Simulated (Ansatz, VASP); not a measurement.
**WS2: VASP beside Ansatz**

```
W S
1.0
     3.14963    0.00000    0.00000
    -1.57481    2.72766    0.00000
     0.00000    0.00000   17.07685
W S
1 2
Cartesian
  0.0000 1.8184 0.0000
  1.4982 0.9092 15.4912
  1.6514 0.9092 1.5857
```

Change from the starting cell: mode 4 frozen in at -0.076 Å, equal normal strain along x, y and z +0.0083.

Alike in both runs: task single point; functional PBEsol; dispersion D3(BJ); k mesh 12 × 12 × 2; occupations gaussian, width 0.05 eV; no spin polarisation.

|  | VASP | Ansatz |
| --- | --- | --- |
| version | VASP 6.6.1 | Ansatz 0.2.0 |
| potentials or method | VASP PAW PBE potentials, release 64 (W_sv, S), cutoff 520 eV | scalar-relativistic, plane waves, PAW |
| valence electrons in the cell | 26 | 26 |

```tsv
	VASP	Ansatz	Ansatz less VASP
gap on the k mesh at the Fermi level (eV)	1.92	1.92	-0.001
least direct gap on the mesh (eV)	1.96	1.96	-0.005
rms of the force components (eV/Å)	0.392	0.396	+0.0038
```

VASP's potentials were made for PBE, not for PBEsol. Atom by atom the forces differ by 0.010 eV/Å (rms over components).

Neither program's run includes spin-orbit coupling.
